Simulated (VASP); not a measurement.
# TiSe2 (P-3m1) in VASP: further runs

Runs on TiSe2. Level: LDA. Tasks: single point, relaxation of cell and atoms.

Everything below comes from runs of VASP 6.6.1. Logs are shortened: lines on timing, memory, paths and dates and some standing lists are left out, and cuts for length are marked.

## 1. The cell of the first run

It takes space group P-3m1 (No. 164, trigonal). Conventional cell: a = 3.438 Å, b = 3.438 Å, c = 5.806 Å, α = 90.00°, β = 90.00°, γ = 120.00°. Within 3.3 Å of Ti (site symmetry -3m) lie 6 Se at 2.51 Å. Se (site symmetry 3m) has 3 Ti at 2.51 Å and 9 Se at 3.37 to 3.44 Å within 3.5 Å.

## 2. Single point, LDA

Contents of INCAR:

```
SYSTEM = TiSe2
PREC = Accurate
ENCUT = 500
EDIFF = 1E-6
ISMEAR = 0
SIGMA = 0.1
LREAL = .False.
LASPH = .True.
NELM = 120
ALGO = Normal
ISIF = 2
LWAVE = .False.
LCHARG = .False.
NBANDS = 19
GGA_COMPAT = .False.
```

Contents of KPOINTS:

```
Automatic mesh
0
Gamma
  12 12 8
  0 0 0
```

Contents of POSCAR:

```
TiSe2
1.0
    3.4376632355      0.0000000028      0.0000000000
   -1.7188316202      2.9771036902      0.0000000000
    0.0000000000      0.0000000000      5.8056698514
Ti Se
1 2
Direct
    0.0000000000      0.0000000000      0.0000000000
    0.3333333333      0.6666666667      0.2650007507
    0.6666666667      0.3333333333      0.7349992493
```

Potentials or basis: VASP PAW LDA potentials, release 64 (Ti_sv, Se).

Started as:

```
$ cat potpaw_LDA.64/Ti_sv/POTCAR potpaw_LDA.64/Se/POTCAR > POTCAR
$ mpirun -np 1 vasp_std > vasp.out
```

OUTCAR:

```text
SYSTEM = TiSe2
   PREC = Accurate
   ENCUT = 500
   EDIFF = 1E-6
   ISMEAR = 0
   LREAL = .False.
   LASPH = .True.
   NELM = 120
   ISIF = 2

 ion  position               nearest neighbor table
   1  0.000  0.000  0.000-   2 2.51   3 2.51   3 2.51   2 2.51   3 2.51   2 2.51
   2  0.333  0.667  0.265-   1 2.51   1 2.51   1 2.51
   3  0.667  0.333  0.735-   1 2.51   1 2.51   1 2.51

  LATTYP: Found a hexagonal cell.
 ALAT       =     3.4376632355
 C/A-ratio  =     1.6888419411

  Lattice vectors:

 A1 = (   3.4376632355,   0.0000000028,   0.0000000000)
 A2 = (  -1.7188316202,   2.9771036902,   0.0000000000)
 A3 = (   0.0000000000,   0.0000000000,   5.8056698514)

Analysis of symmetry for initial positions (statically):
=====================================================================
 Subroutine PRICEL returns:
 Original cell was already a primitive cell.

 Routine SETGRP: Setting up the symmetry group for a
 hexagonal supercell.

 Subroutine GETGRP returns: Found 12 space group operations
 (whereof 12 operations were pure point group operations)
 out of a pool of 24 trial point group operations.

The static configuration has the point symmetry D_3d.

Analysis of symmetry for dynamics (positions and initial velocities):
=====================================================================
 Subroutine PRICEL returns:
 Original cell was already a primitive cell.

 Routine SETGRP: Setting up the symmetry group for a
 hexagonal supercell.

 Subroutine GETGRP returns: Found 12 space group operations
 (whereof 12 operations were pure point group operations)
 out of a pool of 24 trial point group operations.

The dynamic configuration has the point symmetry D_3d.

 Subroutine INISYM returns: Found 12 space group operations
 (whereof 12 operations are pure point group operations),
 and found     1 'primitive' translations

----------------------------------------------------------------------------------------

                                     Primitive cell

  volume of cell :      59.4169

  direct lattice vectors                    reciprocal lattice vectors
     3.437663236  0.000000003  0.000000000     0.290895277  0.167948467  0.000000000
    -1.718831620  2.977103690  0.000000000    -0.000000000  0.335896933  0.000000000
     0.000000000  0.000000000  5.805669851     0.000000000  0.000000000  0.172245413

  length of vectors
     3.437663236  3.437663236  5.805669851     0.335896933  0.335896933  0.172245413

  position of ions in fractional coordinates (direct lattice)
     0.000000000  0.000000000  0.000000000
     0.333333333  0.666666667  0.265000751
     0.666666667  0.333333333  0.734999249

  ion indices of the primitive-cell ions
   primitive index   ion index
                 1           1
                 2           2
                 3           3

----------------------------------------------------------------------------------------

 KPOINTS: Automatic mesh

Automatic generation of k-mesh.
 Grid dimensions read from file:
 generate k-points for:   12   12    8

 Generating k-lattice:

  Cartesian coordinates                     Fractional coordinates (reciprocal lattice)
     0.024241273  0.013995706  0.000000000     0.083333333  0.000000000  0.000000000
    -0.000000000  0.027991411  0.000000000     0.000000000  0.083333333  0.000000000
     0.000000000  0.000000000  0.021530677     0.000000000  0.000000000  0.125000000

  Length of vectors
     0.027991411  0.027991411  0.021530677

  Shift w.r.t. Gamma in fractional coordinates (k-lattice)
     0.000000000  0.000000000  0.000000000

 Subroutine IBZKPT returns following result:
 ===========================================

 Found    131 irreducible k-points:

 Following reciprocal coordinates:
            Coordinates               Weight
  0.000000  0.000000  0.000000      1.000000
  0.083333 -0.000000  0.000000      6.000000
  0.166667 -0.000000  0.000000      6.000000
  0.250000 -0.000000  0.000000      6.000000
  0.333333 -0.000000  0.000000      6.000000
  0.416667 -0.000000  0.000000      6.000000
[... 16 lines left out ...]
  0.166667 -0.000000  0.125000      6.000000
 -0.000000  0.166667  0.125000      6.000000
 [... further k-points ...]
   k-points           NKPTS =    131   k-points in BZ     NKDIM =    131   number of bands    NBANDS=     19
   number of dos      NEDOS =    301   number of ions     NIONS =      3
   total plane-waves  NPLWV =  32928
   dimension x,y,z NGX =    28 NGY =   28 NGZ =   42
   dimension x,y,z NGXF=    56 NGYF=   56 NGZF=   84
   ions per type =               1   2
   NGX,Y,Z   is equivalent  to a cutoff of  13.54, 13.54, 12.03 a.u.
   NGXF,Y,Z  is equivalent  to a cutoff of  27.08, 27.08, 24.05 a.u.
 SYSTEM =  TiSe2
   PREC   = accura    normal or accurate (medium, high low for compatibility)
   ISTART =      0    job   : 0-new  1-cont  2-samecut
   ICHARG =      2    charge: 1-file 2-atom 10-const
   ISPIN  =      1    spin polarized calculation?
   LNONCOLLINEAR =      F non collinear calculations
   LSORBIT =      F    spin-orbit coupling
   LASPH  =      T    aspherical Exc in radial PAW
   ENCUT  =  500.0 eV  36.75 Ry    6.06 a.u.   6.27  6.27 10.59*2*pi/ulx,y,z
   NELM   =    120;   NELMIN=  2; NELMDL= -5     # of ELM steps
   EDIFF  = 0.1E-05   stopping-criterion for ELM
   LREAL  =      F    real-space projection
   EDIFFG = 0.1E-04   stopping-criterion for IOM
   NSW    =      0    number of steps for IOM
   IBRION =     -1    ionic relax: 0-MD 1-quasi-New 2-CG
   NFREE  =      0    steps in history (QN), initial steepest desc. (CG)
   ISIF   =      2    stress and relaxation
   ISYM   =      2    0-nonsym 1-usesym 2-fastsym
   POTIM  = 0.5000    time-step for ionic-motion
   TEBEG  =    0.0;   TEEND  =   0.0 temperature during run
   PSTRESS=    0.0 pullay stress
   NELECT =      24.0000    total number of electrons
   NUPDOWN=      -1.0000    fix difference up-down
   EMIN   =  10.00;   EMAX   =-10.00  energy-range for DOS
   EFERMI =   0.00;   METHOD = LEGACY
   ISMEAR =     0;   SIGMA  =   0.10  broadening in eV -4-tet -1-fermi 0-gaus
   EFERMI_NEDOS =   21; number of points for ismear=-14 and -15
   IALGO  =     38    algorithm
   IMIX   =      4    mixing-type and parameters
     AMIX     =   0.40;   BMIX     =  1.00
     AMIX_MAG =   1.60;   BMIX_MAG =  1.00
  volume/ion in A,a.u.               =      19.81       133.65
  Fermi-wavevector in a.u.,A,eV,Ry     =   1.210158  2.286867 19.925489  1.464482
  Thomas-Fermi vector in A             =   2.345713
   LORBIT       =      0    0 simple, 1 ext, 2 COOP (PROOUT), +10 PAW based schemes
   GGA     = CA    functional components
   LHFCALC =     F    Hartree Fock is set to
   AEXX    =    0.0000 exact exchange contribution
   IVDW    =     0    specifies the selected vdW correction
   LEPSILON=     F    determine dielectric tensor
   LRPA    =     F    only Hartree local field effects (RPA)
 non-spin polarized calculation
 Gauss-broadening in eV      SIGMA  =   0.10
  energy-cutoff  :      500.00
  volume of cell :       59.42
 maximum number of plane-waves:      1533
 NGX is ok and might be reduce to    28
   NGX = 13   NGY = 13   NGZ = 21

 number of electron      23.9999999 magnetization

 Free energy of the ion-electron system (eV)
  ---------------------------------------------------
  ext. energy  EPLUGINS =         0.00000000
  ---------------------------------------------------
  free energy    TOTEN  =       -20.33994194 eV

  energy without entropy =      -20.33537241  energy(sigma->0) =      -20.33765717

 E-fermi :   5.6778     XC(G=0): -10.7422

 val. band max:        5.6698343200   @ k =   0.1667  -0.0000   0.0000
 cond. band min:       5.6810248266   @ k =   0.4167  -0.0000   0.3750
 fundamental gap:      0.0111905066
 Fermi energy:         5.6777796956

 k-point     1 :       0.0000    0.0000    0.0000
  band No.  band energies     occupation
      1     -50.9806      2.00000
      2     -27.6238      2.00000
      3     -27.5932      2.00000
      4     -27.5932      2.00000
      5      -8.6929      2.00000
      6      -6.9692      2.00000
[... 11 lines left out ...]
     18      11.4711      0.00000
     19      12.0342      0.00000

 k-point     2 :       0.0833   -0.0000    0.0000
  band No.  band energies     occupation
      1     -50.9798      2.00000
      2     -27.6219      2.00000
      3     -27.6018      2.00000
      4     -27.5951      2.00000
      5      -8.6075      2.00000
      6      -6.9401      2.00000
[... 11 lines left out ...]
     18      12.0838      0.00000
     19      12.5154      0.00000

 k-point     3 :       0.1667   -0.0000    0.0000
  band No.  band energies     occupation
      1     -50.9775      2.00000
      2     -27.6257      2.00000
      3     -27.6164      2.00000
      4     -27.6004      2.00000
      5      -8.3606      2.00000
      6      -6.8602      2.00000
[... 11 lines left out ...]
     18      12.9214      0.00000
     19      13.4550      0.00000

 k-point     4 :       0.2500   -0.0000    0.0000
  band No.  band energies     occupation
      1     -50.9745      2.00000
      2     -27.6579      2.00000
      3     -27.6091      2.00000
      4     -27.6076      2.00000
      5      -7.9824      2.00000
      6      -6.7528      2.00000
[... 11 lines left out ...]
     18      12.9078      0.00000
     19      13.6651      0.00000

 k-point     5 :       0.3333   -0.0000    0.0000
  band No.  band energies     occupation
      1     -50.9714      2.00000
      2     -27.6899      2.00000
      3     -27.6148      2.00000
      4     -27.6018      2.00000
      5      -7.5305      2.00000
      6      -6.6599      2.00000
[... 11 lines left out ...]
     18      12.6161      0.00000
     19      13.0380      0.00000
[... 334 lines left out ...]
      2     -27.6219      2.00000
      3     -27.6018      2.00000
      4     -27.5951      2.00000
      5      -8.5595      2.00000
      6      -7.0281      2.00000
[... 11 lines left out ...]
     18      12.1509      0.00000
     19      12.7595      0.00000

 k-point    22 :      -0.0000    0.0833    0.1250
  band No.  band energies     occupation
      1     -50.9798      2.00000
      2     -27.6219      2.00000
      3     -27.6018      2.00000
      4     -27.5951      2.00000
      5      -8.5604      2.00000
      6      -7.0263      2.00000
[... 11 lines left out ...]
     18      12.1114      0.00000
     19      12.8199      0.00000

 k-point    23 :       0.1667   -0.0000    0.1250
  band No.  band energies     occupation
      1     -50.9775      2.00000
      2     -27.6257      2.00000
      3     -27.6164      2.00000
      4     -27.6004      2.00000
      5      -8.3124      2.00000
      6      -6.9430      2.00000
[... 11 lines left out ...]
     18      13.1431      0.00000
     19      13.4524      0.00000

 k-point    24 :      -0.0000    0.1667    0.1250
  band No.  band energies     occupation
      1     -50.9775      2.00000
      2     -27.6257      2.00000
      3     -27.6164      2.00000
      4     -27.6004      2.00000
      5      -8.3198      2.00000
      6      -6.9290      2.00000
[... 11 lines left out ...]
     18      12.8115      0.00000
     19      13.5830      0.00000

 [... further k-points ...]
[... 5 lines left out ...]
  --------------------------------------------------------------------------------------
  -------------------------------------------------------------------------------------
  Total        0.0914491      0.0914491      0.1049399     -0.0000000     -0.0000000      0.0000000
  in kB        2.4659273      2.4659273      2.8297077     -0.0000000     -0.0000000      0.0000000
  external PRESSURE =       2.5871874 kB  Pullay stress =       0.0000000 kB

 VOLUME and BASIS-vectors are now :
 -----------------------------------------------------------------------------
  energy-cutoff  :      500.00
  volume of cell :       59.42
      direct lattice vectors                 reciprocal lattice vectors
     3.437663236  0.000000003  0.000000000     0.290895277  0.167948467  0.000000000
    -1.718831620  2.977103690  0.000000000    -0.000000000  0.335896933  0.000000000
     0.000000000  0.000000000  5.805669851     0.000000000  0.000000000  0.172245413

 POSITION                                       TOTAL-FORCE (eV/Angst)
 -----------------------------------------------------------------------------------
      0.00000      0.00000      0.00000        -0.000000     -0.000000      0.000000
     -0.00000      1.98474      1.53851        -0.000000      0.000000      0.038409
      1.71883      0.99237      4.26716         0.000000     -0.000000     -0.038409
 -----------------------------------------------------------------------------------
    total drift:                               -0.000000     -0.000000      0.000000

  FREE ENERGIE OF THE ION-ELECTRON SYSTEM (eV)
  ---------------------------------------------------
  free  energy   TOTEN  =       -20.3399419367 eV

  energy  without entropy=      -20.3353724093  energy(sigma->0) =      -20.33765717
```

Run time: 77 s. Hardware: 1 thread of Intel Xeon 6975P-C (Granite Rapids), shared host; peak memory 0.25 GiB.

Results:

```
Free energy            : -20.3399 eV
Pressure               : 0.3 GPa
Largest force          : 0.038 eV/Å
Band gap on the k mesh : zero (bands 12 and 13 overlap by 0.85 eV)
```

Forces on the atoms (eV/Å):
```
Ti   0.000  0.000  0.000
Se   0.000  0.000  0.038
Se   0.000  0.000 -0.038
```

(Continued in part 2 of 2.)
